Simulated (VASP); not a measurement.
Runs of VASP 6.6.1 on AlN. The structure is that of space group P6_3mc (No. 186), or close to it. The cells are those of the table. 

| task | level | cell | gap on the mesh (eV) | pressure (GPa) | largest force (eV/Å) |
| --- | --- | --- | --- | --- | --- |
| electric field gradients | PBEsol | a = 3.110, b = 3.110, c = 4.980 Å, angles 90.0, 90.0, 120.0°, 4 atoms | (c) | 0.6 | 0.01 |
| relaxation of the atoms | PBE | atoms relaxed from a = 3.047, b = 3.047, c = 4.878 Å, angles 90.0, 90.0, 120.0°, 4 atoms | 4.77 | 18.5 | 0.02 |
| single point | PBE | a = 3.089, b = 3.089, c = 4.947 Å, angles 90.0, 90.0, 120.0°, 4 atoms | 4.39 | 8.3 | - |
| single point | PBE | a = 3.131, b = 3.131, c = 5.013 Å, angles 90.0, 90.0, 120.0°, 4 atoms | 4.04 | -0.1 | 0.02 |
| single point | PBE | a = 3.110, b = 3.110, c = 4.930 Å, angles 90.0, 90.0, 120.0°, 4 atoms | (b) | 5.9 | - |
| single point | PBE | a = 3.110, b = 3.110, c = 4.980 Å, angles 90.0, 90.0, 120.0°, 4 atoms | (a) | 3.9 | 0.01 |
| single point | PBE | a = 3.151, b = 3.151, c = 5.046 Å, angles 90.0, 90.0, 120.0°, 4 atoms | 3.87 | -3.8 | 0.02 |
| single point | PBE | a = 3.110, b = 3.110, c = 4.880 Å, angles 90.0, 90.0, 120.0°, 4 atoms | 4.28 | 8.0 | 0.01 |

Alike in all rows: potentials or basis VASP PAW PBE potentials, release 64 (Al, N); no spin polarisation; k mesh 11 × 11 × 6; cutoff (eV) 520; smearing fermi-dirac 0.02 eV.

Fill in the values left out.

(a) 4.21; (b) 4.25; (c) 4.14.

Caveats: the PAW data sets were made with another functional, which shifts forces and pressure a little (some runs); the relaxation stopped at its first step, so nothing moved (some runs).

A k mesh can miss the band edges.
